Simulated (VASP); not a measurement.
# Ge (Fd-3m) in VASP: further runs, part 2 of 2

VASP 6.6.1. Earlier steps stand in the parts before.

## (3) Single point, r2SCAN, non-collinear spin, zero start, spin-orbit coupling (strain +1.0%)

POSCAR

```
Ge
1.0
    0.0000000000      2.8652422472      2.8652422472
    2.8652422472      0.0000000000      2.8652422472
    2.8652422472      2.8652422472      0.0000000000
Ge
2
Direct
    0.0000000000      0.0000000000      0.0000000000
    0.2500000000      0.2500000000      0.2500000000
```

INCAR.step1

```
ALGO = Normal
EDIFF = 1E-4
ENCUT = 520
GGA = PE
GGA_COMPAT = False
ISMEAR = -1
LASPH = True
LCHARG = False
LREAL = False
LSORBIT = True
LWAVE = True
MAGMOM = 0 0 0 0 0 0
NBANDS = 40
NELM = 150
PREC = Accurate
SIGMA = 0.02
```

INCAR.step2

```
ALGO = Normal
EDIFF = 1E-7
ENCUT = 520
GGA_COMPAT = False
ISIF = 2
ISMEAR = -1
ISTART = 1
LASPH = True
LCHARG = False
LMIXTAU = True
LORBIT = 11
LORBMOM = True
LREAL = False
LSORBIT = True
LWAVE = False
MAGMOM = 0 0 0 0 0 0
METAGGA = R2SCAN
NBANDS = 40
NELM = 150
PREC = Accurate
SIGMA = 0.02
```

KPOINTS

```
k-points
0
Gamma
  8 8 8
```

Potentials or basis: VASP PAW PBE potentials, release 64 (Ge_d).

On the command line:

```console
$ cat potpaw_PBE.64/Ge_d/POTCAR > POTCAR
$ cp INCAR.step1 INCAR
$ mpirun -np 1 vasp_ncl > vasp.out
$ cp INCAR.step2 INCAR
$ mpirun -np 1 vasp_ncl > vasp.out
```

Wall time 9.8 min (1 thread of Oxide Virtual Turin-like, shared host); peak memory 0.32 GiB.

It converged, with:

- Free energy: -27.7452 eV
- Pressure: -1.8 GPa
- Net moment: 0.00 μB per cell
- Valence electrons inside the program's atomic spheres: Ge 12.38

Moments on the atoms (μB; x, y, z):
```
Ge  0.00 0.00 0.00
Ge  0.00 0.00 0.00
```

Caveat: the cell differs from its parent crystal (strain +1.0%); the PAW data sets were made with another functional, which shifts forces and pressure a little.

## (4) Single point, r2SCAN, non-collinear spin, zero start, spin-orbit coupling (strain +2.0%)

POSCAR

```
Ge
1.0
    0.0000000000      2.8936109823      2.8936109823
    2.8936109823      0.0000000000      2.8936109823
    2.8936109823      2.8936109823      0.0000000000
Ge
2
Direct
    0.0000000000      0.0000000000      0.0000000000
    0.2500000000      0.2500000000      0.2500000000
```

INCAR.step1

```
SYSTEM = Ge
ALGO = Normal
EDIFF = 1E-4
ENCUT = 520
GGA = PE
GGA_COMPAT = .FALSE.
ISMEAR = -1
LASPH = .TRUE.
LCHARG = .FALSE.
LREAL = .FALSE.
LSORBIT = .TRUE.
LWAVE = .TRUE.
MAGMOM = 0 0 0 0 0 0
NBANDS = 40
NELM = 150
PREC = Accurate
SIGMA = 0.02
```

INCAR.step2

```
SYSTEM = Ge
ALGO = Normal
EDIFF = 1E-6
ENCUT = 520
GGA_COMPAT = .FALSE.
ISIF = 2
ISMEAR = -1
ISTART = 1
LASPH = .TRUE.
LCHARG = .TRUE.
LMIXTAU = .TRUE.
LORBIT = 11
LORBMOM = .TRUE.
LREAL = .FALSE.
LSORBIT = .TRUE.
LVHAR = .TRUE.
LWAVE = .FALSE.
MAGMOM = 0 0 0 0 0 0
METAGGA = R2SCAN
NBANDS = 40
NELM = 150
PREC = Accurate
SIGMA = 0.02
```

KPOINTS

```
k-points
0
G
  8 8 8
  0 0 0
```

Potentials or basis: VASP PAW PBE potentials, release 64 (Ge_d).

On the command line:

```console
$ cat potpaw_PBE.64/Ge_d/POTCAR > POTCAR
$ cp INCAR.step1 INCAR
$ mpirun -np 1 vasp_ncl > vasp.out
$ cp INCAR.step2 INCAR
$ mpirun -np 1 vasp_ncl > vasp.out
```

OUTCAR:

```text
SYSTEM = Ge
   EDIFF = 1E-6
   ENCUT = 520
   ISIF = 2
   ISMEAR = -1
   ISTART = 1
   LASPH = .TRUE.
   LORBIT = 11
   LREAL = .FALSE.
   LSORBIT = .TRUE.
   METAGGA = R2SCAN
   NELM = 150
   PREC = Accurate

 ion  position               nearest neighbor table
   1  0.000  0.000  0.000-   2 2.51   2 2.51   2 2.51   2 2.51
   2  0.250  0.250  0.250-   1 2.51   1 2.51   1 2.51   1 2.51

  LATTYP: Found a face centered cubic cell.
 ALAT       =     5.7872219646

  Lattice vectors:

 A1 = (   0.0000000000,   2.8936109823,   2.8936109823)
 A2 = (   2.8936109823,   0.0000000000,   2.8936109823)
 A3 = (   2.8936109823,   2.8936109823,   0.0000000000)

Analysis of symmetry for initial positions (statically):
=====================================================================
[... 1326 lines left out ...]
     0.0000000     0.0000000     0.0000000     0.0000000     0.0000000     0.0000000     0.0000000
     0.0000000     0.0000000     0.0000000     0.0000000     0.0000000     0.0000000     0.0000000
     0.0000000     0.0000000     0.0000000     0.0000000     0.0000000     0.0000000     0.0000000
     0.0000000     0.0000000     0.0000000     0.0000000     0.0000000     0.0000000     0.0000000
     0.0000000     0.0000000     0.0000000     0.0000000     0.0000000     0.0000000     0.0000000
     0.0000000     0.0000000     0.0000000     0.0000000     0.0000000     0.0000000     0.0000000

 total charge

# of ion       s       p       d       tot
------------------------------------------
    1        1.109   1.224  10.013  12.345
    2        1.109   1.224  10.013  12.345
--------------------------------------------------
tot          2.218   2.447  20.025  24.691

 magnetization (x)

# of ion       s       p       d       tot
------------------------------------------
    1       -0.000  -0.000   0.000  -0.000
    2       -0.000  -0.000  -0.000  -0.000
--------------------------------------------------
tot         -0.000  -0.000  -0.000  -0.000

 magnetization (y)

# of ion       s       p       d       tot
------------------------------------------
    1        0.000   0.000   0.000   0.000
    2        0.000   0.000   0.000   0.000
--------------------------------------------------
tot          0.000   0.000   0.000   0.000

 magnetization (z)

# of ion       s       p       d       tot
------------------------------------------
    1        0.000   0.000  -0.000   0.000
    2        0.000   0.000  -0.000   0.000
--------------------------------------------------
tot          0.000   0.000  -0.000   0.000
```

OUTCAR.step1:

```text
SYSTEM = Ge
   EDIFF = 1E-4
   ENCUT = 520
   GGA = PE
   ISMEAR = -1
[... 1322 lines left out ...]
     0.0000000     0.0000000     0.0000000     0.0000000     0.0000000     0.0000000     0.0000000
     0.0000000     0.0000000     0.0000000     0.0000000     0.0000000     0.0000000     0.0000000
     0.0000000     0.0000000     0.0000000     0.0000000     0.0000000     0.0000000     0.0000000
     0.0000000     0.0000000     0.0000000     0.0000000     0.0000000     0.0000000     0.0000000
     0.0000000     0.0000000     0.0000000     0.0000000     0.0000000     0.0000000     0.0000000
     0.0000000     0.0000000     0.0000000     0.0000000     0.0000000     0.0000000     0.0000000

=======================================================================

 ========================================================
```

OSZICAR.step1:

```text
N       E                     dE             d eps       ncg     rms          rms(c)
DAV:   1     0.270361683197E+03    0.27036E+03   -0.13506E+04  2880   0.376E+03
DAV:   2     0.412643968576E+02   -0.22910E+03   -0.21871E+03  2320   0.882E+02
DAV:   3    -0.607369545960E+01   -0.47338E+02   -0.46725E+02  2656   0.203E+02
DAV:   4    -0.904371908695E+01   -0.29700E+01   -0.29661E+01  2672   0.588E+01
DAV:   5    -0.910995045638E+01   -0.66231E-01   -0.66227E-01  2584   0.101E+01    0.294E+00
DAV:   6    -0.906561874316E+01    0.44332E-01   -0.29944E-02  2744   0.185E+00    0.173E+00
DAV:   7    -0.904109827389E+01    0.24520E-01   -0.39873E-02  2496   0.202E+00    0.281E-01
DAV:   8    -0.904212462304E+01   -0.10263E-02   -0.45473E-03  2584   0.800E-01    0.121E-01
DAV:   9    -0.904292949978E+01   -0.80488E-03   -0.66069E-04  2512   0.276E-01    0.280E-02
DAV:  10    -0.904306085620E+01   -0.13136E-03   -0.16101E-04  2048   0.130E-01    0.798E-03
DAV:  11    -0.904306777363E+01   -0.69174E-05   -0.99270E-06  1632   0.320E-02
   1 F= -.90430678E+01 E0= -.90429770E+01  d E =-.181487E-03  mag=    -0.0000     0.0000     0.0000
```

Run time: 7.3 min. Hardware: 1 thread of Oxide Virtual Turin-like, shared host; peak memory 0.32 GiB.

Results:

- Free energy: -27.7217 eV
- Pressure: -3.6 GPa
- Net moment: 0.00 μB per cell
- Valence electrons inside the program's atomic spheres: Ge 12.35

Moments on the atoms (μB; x, y, z):
```
Ge  0.00 0.00 0.00
Ge  0.00 0.00 0.00
```

Caveat: the cell differs from its parent crystal (strain +2.0%); the cell stands under tension; the PAW data sets were made with another functional, which shifts forces and pressure a little.

## (5) Overview

| cell | pressure (GPa) | moment (μB) |
| --- | --- | --- |
| a = 3.972 Å, angles 60.0°, 2 atoms | 2.4 | 0.00 |
| a = 4.052 Å, angles 60.0°, 2 atoms | -1.8 | 0.00 |
| a = 4.092 Å, angles 60.0°, 2 atoms | -3.6 | 0.00 |

Alike in all rows: task single point; level r2SCAN; potentials or basis VASP PAW PBE potentials, release 64 (Ge_d); spin non-collinear, zero start, SOC; k mesh 8 × 8 × 8; cutoff (eV) 520; smearing fermi-dirac 0.02 eV.

Caveats: the PAW data sets were made with another functional, which shifts forces and pressure a little; the cell stands under tension (at least some runs).

Total energies depend on the potentials used, so only differences within one code and one set of settings carry meaning.
